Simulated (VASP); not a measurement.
A run of VASP 6.6.1 is set up as follows.

The input INCAR:

```
ALGO = Fast
EDIFF = 1E-6
ENCUT = 520
GGA = PE
ISIF = 2
ISMEAR = 0
LASPH = T
LCHARG = F
LREAL = F
LWAVE = F
NBANDS = 25
NELM = 80
PREC = Accurate
SIGMA = 0.1
```

The input KPOINTS:

```
k-points
0
Gamma
  16 16 8
```

POSCAR

```
CuO
1.0
    2.0814198400     -2.0824190007      0.1629647970
    2.0814198400      2.0824190007      0.1629647970
   -0.4035310936      0.0000000000      5.1352739944
Cu O
2 2
Direct
    0.0000000000      0.5000000000      0.0000000000
    0.5000000000      0.0000000000      0.5000000000
    0.5000828542      0.4999171458      0.2500000000
    0.4999171458      0.5000828542      0.7500000000
```

Potentials or basis: VASP PAW PBE potentials, release 64 (Cu, O).

Run with:

```console
$ cat potpaw_PBE.64/Cu/POTCAR potpaw_PBE.64/O/POTCAR > POTCAR
$ mpirun -np 1 vasp_std > vasp.out
```

Question: What does it give for the pressure?

Answer: 0.6 GPa.

Question: What does it give for the band gap on the k mesh?

Answer: Zero (bands 17 and 18 overlap by 1.18 eV).

Stress tensor (GPa, compression positive):
```
 0.48  0.00 -0.03
 0.00  0.52  0.00
-0.03  0.00  0.90
```

Caveat: semilocal functionals often make such compounds metallic where correlation or magnetic order opens a gap, which also shifts bond lengths. With open d or f shells a metallic result of PBE can be an artefact of self-interaction; +U or a hybrid may open a gap.
